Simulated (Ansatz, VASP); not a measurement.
# Pd: VASP beside Ansatz

```
Pd
1.0
     0.00000    1.89628    1.84766
     1.89628    0.00000    1.84766
     1.89628    1.89628    0.00000
Pd
1
Direct
  0.00000 0.00000 0.00000
```

Change from the starting cell: strain -0.025 along x and y, -0.050 along z, atoms carried along.

Alike in both runs: task single point; functional PBEsol; k mesh 20 × 20 × 20; occupations gaussian, width 0.15 eV; no spin polarisation.

|  | VASP | Ansatz |
| --- | --- | --- |
| version | VASP 6.6.1 | Ansatz 0.2.0 |
| potentials or method | VASP PAW PBE potentials, release 64 (Pd), cutoff 520 eV | scalar-relativistic, plane waves, PAW |
| valence electrons in the cell | 10 | 18 |

|  | VASP | Ansatz | Ansatz less VASP |
| --- | --- | --- | --- |
| gap on the k mesh at the Fermi level (eV) | none | none | - |
| pressure (GPa) | 23.3 | 23.8 | +0.48 |
| traceless stress, the component that is largest in VASP (GPa) | 1.40 | 1.42 | +0.017 |

VASP's potentials were made for PBE, not for PBEsol. A gap of «none» marks a metal or a gap that the smearing closes. The functional is the same, so the differences come from potentials, cutoffs and numerics. VASP's potentials hold 10 valence electrons a cell and Ansatz's 18, so a difference there can come from the potentials and not from the codes.
